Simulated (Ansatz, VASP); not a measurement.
## One calculation of Ti3H, two programs

```xyz
8
Lattice="4.6040 0.0000 0.0000 -2.3020 3.9872 0.0000 0.0000 0.0000 22.4970" Properties=species:S:1:pos:R:3 pbc="T T T"
Ti    2.3020    1.3291    4.0000
Ti    0.0000    2.6581    4.9398
Ti    0.0000    0.0000    5.8796
Ti    2.3020    1.3291    6.7054
Ti    0.0000    2.6581    7.4344
Ti    0.0000    0.0000    8.4970
H    -0.8006    3.1204   10.2270
H     0.8006    2.1959   10.2270
```

Alike in both runs: task single point; functional PBE; k mesh 6 × 6 × 1; occupations gaussian, width 0.1 eV; no spin polarisation.

|  | VASP | Ansatz |
| --- | --- | --- |
| version | VASP 6.6.1 | Ansatz 0.2.0 |
| potentials or method | VASP PAW PBE potentials, release 64 (Ti_sv, H), cutoff 520 eV | scalar-relativistic, plane waves, PAW |
| valence electrons in the cell | 74 | 74 |

Ansatz gave:

- gap on the k mesh at the Fermi level (eV): none
- rms of the force components (eV/Å): 0.621

Q: Which values does VASP return?

A: gap on the k mesh at the Fermi level (eV): none; rms of the force components (eV/Å): 0.619.

Atom by atom the forces differ by 0.005 eV/Å (rms over components). A gap of «none» marks a metal or a gap that the smearing closes.
